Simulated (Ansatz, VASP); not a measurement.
**CaS: VASP beside Ansatz**

The input INCAR:

```
SYSTEM = CaS
  PREC = Accurate
  ENCUT = 500
  EDIFF = 1E-6
  ISMEAR = 0
  SIGMA = 0.05
  LREAL = .False.
  LASPH = .True.
  NELM = 120
  ALGO = Normal
  ISIF = 2
  LWAVE = .False.
  LCHARG = .False.
  GGA = B5
  ALDAX = 1.0
  AGGAX = 1.0
  AGGAC = 1.0
  ALDAC = 0.0
  IVDW = 12
  VDW_S6 = 1.0
  VDW_S8 = 2.6996
  VDW_A1 = 0.4298
  VDW_A2 = 4.2359
  NBANDS = 15
  GGA_COMPAT = .False.
```

File KPOINTS:

```
regular mesh
0
Gamma
  8 8 8
  0 0 0
```

File POSCAR:

```
CaS
1.0
    0.0000000000      2.8430011916      2.8430011916
    2.8430011916      0.0000000000      2.8430011916
    2.8430011916      2.8430011916      0.0000000000
Ca S
1 1
Direct
    0.5000000000      0.5000000000      0.5000000000
    0.0000000000      0.0000000000      0.0000000000
```

Input for Ansatz:

```yaml
crystal:
  lattice:
    - [0.0, 2.8430011916, 2.8430011916]
    - [2.8430011916, 0.0, 2.8430011916]
    - [2.8430011916, 2.8430011916, 0.0]
  atoms:
    - { symbol: Ca, position: [0.5, 0.5, 0.5] }
    - { symbol: S, position: [0.0, 0.0, 0.0] }
basis:
  ecutwfc: 420
  ecutrho_ratio: 4
kpoints:
  mp_grid: { grid: [8, 8, 8] }
hamiltonian:
  xc: blyp
  dispersion: d3bj
scf:
  occupations: { method: gaussian, width: 0.05 }
output:
  forces: true
  stress: true
  eigenvalues: true
```

Alike in both runs: task single point; functional BLYP; dispersion D3(BJ); k mesh 8 × 8 × 8; occupations gaussian, width 0.05 eV; no spin polarisation.

```csv
,VASP,Ansatz
version,VASP 6.6.1,Ansatz 0.2.0
potentials or method,"VASP PAW PBE potentials, release 64 (Ca_sv, S), cutoff 500 eV","scalar-relativistic, plane waves, PAW"
valence electrons in the cell,16,16
```

VASP gave:

- gap on the k mesh at the Fermi level (eV): 2.44
- least direct gap on the mesh (eV): 3.23
- pressure (GPa): -2.3

Estimate Ansatz's values.

gap on the k mesh at the Fermi level (eV): 2.45; least direct gap on the mesh (eV): 3.23; pressure (GPa): -2.4.

VASP's potentials were made for PBE, not for BLYP.
